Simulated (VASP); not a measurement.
# Si (Fd-3m) in VASP: notebook, part 3 of 3

VASP 6.6.1.

### Step 5. Relaxation of cell and atoms, PBEsol, target pressure 8 GPa, at which the enthalpy is minimised

Input file INCAR:

```
SYSTEM = Si
PREC = Accurate
ENCUT = 500
EDIFF = 1E-7
ISMEAR = 0
SIGMA = 0.01
LREAL = .False.
LASPH = .True.
NELM = 120
ALGO = Normal
ISIF = 3
LWAVE = .False.
LCHARG = .False.
GGA = PS
IBRION = 2
NSW = 80
EDIFFG = -0.01
PSTRESS = 80.0
GGA_COMPAT = .False.
NELMIN = 4
```

Input file KPOINTS:

```
regular mesh
0
Gamma
  6 6 6
  0 0 0
```

Input file POSCAR:

```
Si
1.0
    0.0000000000      2.7135600000      2.7135600000
    2.7135600000      0.0000000000      2.7135600000
    2.7135600000      2.7135600000      0.0000000000
Si
2
Direct
    0.2500000000      0.2500000000      0.2500000000
    1.0000000000      1.0000000000      1.0000000000
```

Potentials or basis: VASP PAW PBE potentials, release 64 (Si).

Launch:

```sh
$ cat potpaw_PBE.64/Si/POTCAR > POTCAR
$ mpirun -np 1 vasp_std > vasp.out
```

OUTCAR:

```text
SYSTEM = Si
   PREC = Accurate
   ENCUT = 500
   EDIFF = 1E-7
   ISMEAR = 0
   LREAL = .False.
   LASPH = .True.
   NELM = 120
   ISIF = 3
   GGA = PS
   IBRION = 2
   NSW = 80
   EDIFFG = -0.01
   PSTRESS = 80.0
   NELMIN = 4

 ion  position               nearest neighbor table
   1  0.250  0.250  0.250-   2 2.35   2 2.35   2 2.35   2 2.35
   2  0.000  0.000  0.000-   1 2.35   1 2.35   1 2.35   1 2.35

  LATTYP: Found a face centered cubic cell.
 ALAT       =     5.4271200000

  Lattice vectors:

 A1 = (   0.0000000000,   2.7135600000,   2.7135600000)
 A2 = (   2.7135600000,   0.0000000000,   2.7135600000)
 A3 = (   2.7135600000,   2.7135600000,   0.0000000000)

Analysis of symmetry for initial positions (statically):
=====================================================================
 Subroutine PRICEL returns:
 Original cell was already a primitive cell.

 Routine SETGRP: Setting up the symmetry group for a
 face centered cubic supercell.

 Subroutine GETGRP returns: Found 48 space group operations
 (whereof 24 operations were pure point group operations)
 out of a pool of 48 trial point group operations.

The static configuration has the point symmetry T_d .
 The point group associated with its full space group is O_h .

Analysis of symmetry for dynamics (positions and initial velocities):
=====================================================================
 Subroutine PRICEL returns:
 Original cell was already a primitive cell.

 Routine SETGRP: Setting up the symmetry group for a
 face centered cubic supercell.

 Subroutine GETGRP returns: Found 48 space group operations
 (whereof 24 operations were pure point group operations)
 out of a pool of 48 trial point group operations.

The dynamic configuration has the point symmetry T_d .
 The point group associated with its full space group is O_h .

 Subroutine INISYM returns: Found 48 space group operations
 (whereof 24 operations are pure point group operations),
 and found     1 'primitive' translations

----------------------------------------------------------------------------------------

                                     Primitive cell

  volume of cell :      39.9621

  direct lattice vectors                    reciprocal lattice vectors
     0.000000000  2.713560000  2.713560000    -0.184259792  0.184259792  0.184259792
     2.713560000  0.000000000  2.713560000     0.184259792 -0.184259792  0.184259792
     2.713560000  2.713560000  0.000000000     0.184259792  0.184259792 -0.184259792

  length of vectors
     3.837553354  3.837553354  3.837553354     0.319147321  0.319147321  0.319147321

  position of ions in fractional coordinates (direct lattice)
     0.250000000  0.250000000  0.250000000
     0.000000000  0.000000000  0.000000000

  ion indices of the primitive-cell ions
   primitive index   ion index
                 1           1
                 2           2

----------------------------------------------------------------------------------------

 KPOINTS: regular mesh

Automatic generation of k-mesh.
 Grid dimensions read from file:
 generate k-points for:    6    6    6

 Generating k-lattice:

  Cartesian coordinates                     Fractional coordinates (reciprocal lattice)
    -0.030709965  0.030709965  0.030709965     0.166666667  0.000000000  0.000000000
     0.030709965 -0.030709965  0.030709965     0.000000000  0.166666667  0.000000000
     0.030709965  0.030709965 -0.030709965     0.000000000  0.000000000  0.166666667

  Length of vectors
     0.053191220  0.053191220  0.053191220

  Shift w.r.t. Gamma in fractional coordinates (k-lattice)
     0.000000000  0.000000000  0.000000000

 Subroutine IBZKPT returns following result:
 ===========================================

 Found     16 irreducible k-points:

 Following reciprocal coordinates:
            Coordinates               Weight
  0.000000  0.000000  0.000000      1.000000
  0.166667  0.000000  0.000000      8.000000
  0.333333  0.000000  0.000000      8.000000
  0.500000  0.000000  0.000000      4.000000
  0.166667  0.166667  0.000000      6.000000
  0.333333  0.166667  0.000000     24.000000
[... 8 lines left out ...]
 -0.333333  0.333333  0.166667     24.000000
 -0.333333  0.500000  0.166667     12.000000
   k-points           NKPTS =     16   k-points in BZ     NKDIM =     16   number of bands    NBANDS=      8
   number of dos      NEDOS =    301   number of ions     NIONS =      2
   total plane-waves  NPLWV =  21952
   dimension x,y,z NGX =    28 NGY =   28 NGZ =   28
   dimension x,y,z NGXF=    56 NGYF=   56 NGZF=   56
   ions per type =               2
   NGX,Y,Z   is equivalent  to a cutoff of  12.13, 12.13, 12.13 a.u.
   NGXF,Y,Z  is equivalent  to a cutoff of  24.26, 24.26, 24.26 a.u.
 SYSTEM =  Si
   PREC   = accura    normal or accurate (medium, high low for compatibility)
   ISTART =      0    job   : 0-new  1-cont  2-samecut
   ICHARG =      2    charge: 1-file 2-atom 10-const
   ISPIN  =      1    spin polarized calculation?
   LNONCOLLINEAR =      F non collinear calculations
   LSORBIT =      F    spin-orbit coupling
   LASPH  =      T    aspherical Exc in radial PAW
   ENCUT  =  500.0 eV  36.75 Ry    6.06 a.u.   7.00  7.00  7.00*2*pi/ulx,y,z
   NELM   =    120;   NELMIN=  4; NELMDL= -5     # of ELM steps
   EDIFF  = 0.1E-06   stopping-criterion for ELM
   LREAL  =      F    real-space projection
   EDIFFG = -.1E-01   stopping-criterion for IOM
   NSW    =     80    number of steps for IOM
   IBRION =      2    ionic relax: 0-MD 1-quasi-New 2-CG
   NFREE  =      1    steps in history (QN), initial steepest desc. (CG)
   ISIF   =      3    stress and relaxation
   ISYM   =      2    0-nonsym 1-usesym 2-fastsym
   POTIM  = 0.5000    time-step for ionic-motion
   TEBEG  =    0.0;   TEEND  =   0.0 temperature during run
   PSTRESS=   80.0 pullay stress
   NELECT =       8.0000    total number of electrons
   NUPDOWN=      -1.0000    fix difference up-down
   EMIN   =  10.00;   EMAX   =-10.00  energy-range for DOS
   EFERMI =   0.00;   METHOD = LEGACY
   ISMEAR =     0;   SIGMA  =   0.01  broadening in eV -4-tet -1-fermi 0-gaus
   EFERMI_NEDOS =   21; number of points for ismear=-14 and -15
   IALGO  =     38    algorithm
   IMIX   =      4    mixing-type and parameters
     AMIX     =   0.40;   BMIX     =  1.00
     AMIX_MAG =   1.60;   BMIX_MAG =  1.00
  volume/ion in A,a.u.               =      19.98       134.84
  Fermi-wavevector in a.u.,A,eV,Ry     =   0.957684  1.809760 12.478691  0.917158
  Thomas-Fermi vector in A             =   2.086724
   LORBIT       =      0    0 simple, 1 ext, 2 COOP (PROOUT), +10 PAW based schemes
   GGA     = PS    functional components
   LHFCALC =     F    Hartree Fock is set to
   AEXX    =    0.0000 exact exchange contribution
   IVDW    =     0    specifies the selected vdW correction
   LEPSILON=     F    determine dielectric tensor
   LRPA    =     F    only Hartree local field effects (RPA)
 conjugate gradient relaxation of ions
 non-spin polarized calculation
 Gauss-broadening in eV      SIGMA  =   0.01
  energy-cutoff  :      500.00
  volume of cell :       39.96
 maximum number of plane-waves:      1032
   NGX = 13   NGY = 13   NGZ = 13

--------------------------------------- Ionic step        1  -------------------------------------------

 number of electron       8.0000001 magnetization

 Free energy of the ion-electron system (eV)
  ---------------------------------------------------
  ext. energy  EPLUGINS =         0.00000000
  ---------------------------------------------------
  free energy    TOTEN  =       -11.46728543 eV

  energy without entropy =      -11.46728543  energy(sigma->0) =      -11.46728543

------------------------ aborting loop because EDIFF is reached ----------------------------------------

  FORCE on cell =-STRESS in cart. coord.  units (eV):
  Direction    XX          YY          ZZ          XY          YZ          ZX
  --------------------------------------------------------------------------------------
  -------------------------------------------------------------------------------------
  Total        0.1312542      0.1312542      0.1312542      0.0000000     -0.0000000     -0.0000000
  in kB        5.2622970      5.2622970      5.2622970      0.0000000     -0.0000000     -0.0000000
  external PRESSURE =     -74.7377030 kB  Pullay stress =      80.0000000 kB
[... 25 lines left out ...]
--------------------------------------- Ionic step        2  -------------------------------------------

 number of electron       8.0000000 magnetization

 E-fermi :   7.3655     XC(G=0): -10.0958

 val. band max:        7.3125146933   @ k =   0.0000   0.0000   0.0000
 cond. band min:       7.5818248027   @ k =   0.5000   0.5000   0.0000
 fundamental gap:      0.2693101094
 Fermi energy:         7.3655425345

 k-point     1 :       0.0000    0.0000    0.0000
  band No.  band energies     occupation
      1      -5.7081      2.00000
      2       7.3125      2.00000
      3       7.3125      2.00000
      4       7.3125      2.00000
      5       9.8677      0.00000
      6       9.8677      0.00000
      7       9.8677      0.00000
      8      12.3044      0.00000
[... 238 lines left out ...]
--------------------------------------- Ionic step        4  -------------------------------------------

 number of electron       8.0000000 magnetization

 Free energy of the ion-electron system (eV)
  ---------------------------------------------------
  ext. energy  EPLUGINS =         0.00000000
  ---------------------------------------------------
  free energy    TOTEN  =       -11.40050727 eV

  energy without entropy =      -11.40050727  energy(sigma->0) =      -11.40050727

 E-fermi :   6.5753     XC(G=0):  -9.8199

 val. band max:        6.5304468016   @ k =   0.0000   0.0000   0.0000
 cond. band min:       6.9671003395   @ k =   0.5000   0.5000   0.0000
 fundamental gap:      0.4366535379
 Fermi energy:         6.5753131110

 k-point     1 :       0.0000    0.0000    0.0000
  band No.  band energies     occupation
      1      -5.9600      2.00000
      2       6.5304      2.00000
      3       6.5304      2.00000
      4       6.5304      2.00000
      5       9.0680      0.00000
      6       9.0680      0.00000
      7       9.0680      0.00000
      8      10.6706      0.00000
[... 196 lines left out ...]
  energy  without entropy=      -11.4005072671  energy(sigma->0) =      -11.40050727

  enthalpy is  TOTEN    =        -9.5361329581 eV   P V=        1.8643743090

 reached required accuracy - stopping structural energy minimisation
```

OSZICAR:

```text
N       E                     dE             d eps       ncg     rms          rms(c)
DAV:   1     0.539180905432E+01    0.53918E+01   -0.30256E+03   256   0.741E+02
DAV:   2    -0.114882700629E+02   -0.16880E+02   -0.16094E+02   392   0.794E+01
DAV:   3    -0.116958366125E+02   -0.20757E+00   -0.20757E+00   296   0.111E+01
DAV:   4    -0.116970724681E+02   -0.12359E-02   -0.12359E-02   424   0.102E+00
[... 29 lines left out ...]
       N       E                     dE             d eps       ncg     rms          rms(c)
DAV:   1    -0.114005168441E+02    0.24945E-02   -0.38534E-04   280   0.114E-01    0.193E-02
DAV:   2    -0.114005099553E+02    0.68888E-05   -0.68714E-06   296   0.182E-02    0.118E-02
DAV:   3    -0.114005072054E+02    0.27499E-05   -0.80828E-06   280   0.146E-02    0.352E-03
DAV:   4    -0.114005072671E+02   -0.61682E-07   -0.81688E-08   192   0.267E-03
   4 F= -.95361330E+01 E0= -.95361330E+01  d E =-.642370E-01
```

CONTCAR:

```text
Si
   1.00000000000000
     0.0000000000000000    2.6528207334348832    2.6528207334348832
     2.6528207334348832   -0.0000000000000000    2.6528207334348832
     2.6528207334348832    2.6528207334348832   -0.0000000000000000
  Si
     2
Direct
     0.2500000000000000    0.2500000000000000    0.2500000000000000
     0.0000000000000000    1.0000000000000000    1.0000000000000000

  0.00000000E+00  0.00000000E+00  0.00000000E+00
  0.00000000E+00  0.00000000E+00  0.00000000E+00
```

It took 6.7 s on 1 thread of Intel Xeon 6975P-C (Granite Rapids), shared host; peak memory 0.14 GiB.

Results:

```yaml
Free_energy: -11.4005 eV
Relaxed_volume: 18.67 Å³/atom
Relaxed_cell: a = 3.752 Å, b = 3.752 Å, c = 3.752 Å, α = 60.00°, β = 60.00°, γ = 60.00°
Space_group_after_relaxing_to_0.1_Å: Fd-3m (No. 227)
Energy_change_on_relaxing_the_run_minimises_the_enthalpy: +33.4 meV/atom
Ionic_steps: 4
Pressure_after_relaxing: 8.1 GPa
Band_gap_on_the_k_mesh: 0.44 eV (least direct gap 2.54 eV)
```

Step by step:
```csv
step,energy change (eV),largest force (eV/Å),pressure (GPa),volume (Å³)
1,0.0000,0.0000,0.53,39.96
2,0.2696,0.0000,18.20,34.81
3,0.0643,0.0000,7.89,37.39
4,0.0668,0.0000,8.06,37.34
```

Final structure:
```yaml
crystal:
  lattice:
    - [0.00000, 2.65282, 2.65282]
    - [2.65282, 0.00000, 2.65282]
    - [2.65282, 2.65282, 0.00000]
  atoms:
    - { symbol: Si, position: [0.25000, 0.25000, 0.25000] }
    - { symbol: Si, position: [0.00000, 0.00000, 0.00000] }
```

Levels at points of the mesh, in eV from the valence-band top:
| k point | band 2 | band 3 | band 4 | band 5 | band 6 | band 7 |
| --- | --- | --- | --- | --- | --- | --- |
| (0.00, 0.00, 0.00) | 0.00 | 0.00 | 0.00 | 2.54 | 2.54 | 2.54 |
| (0.50, 0.00, 0.00) | -7.37 | -1.27 | -1.27 | 1.71 | 3.23 | 3.23 |
| (0.50, 0.50, 0.00) | -8.07 | -3.07 | -3.07 | 0.44 | 0.44 | 10.67 |

Caveat: the cell is relaxed towards a set pressure, so the run minimises the enthalpy, not the energy; the PAW data sets were made with another functional, which shifts forces and pressure a little. As with any semilocal functional, this PBEsol gap is likely too small.

### Step 6. Overview

```tsv
cell	gap on the mesh (eV)	pressure (GPa)
relaxed to 2 GPa	0.55	2.0
relaxed to 4 GPa	0.51	4.0
relaxed to 6 GPa	0.47	6.0
relaxed to 8 GPa	0.44	8.1
```

Alike in all rows: task relaxation of cell and atoms; level PBEsol; potentials or basis VASP PAW PBE potentials, release 64 (Si); no spin polarisation; k mesh 6 × 6 × 6; cutoff (eV) 500; smearing gaussian 0.01 eV.

Caveats: the cell is relaxed towards a set pressure, so the run minimises the enthalpy, not the energy; the PAW data sets were made with another functional, which shifts forces and pressure a little.

Absolute energies hang on the potentials; compare differences alone.
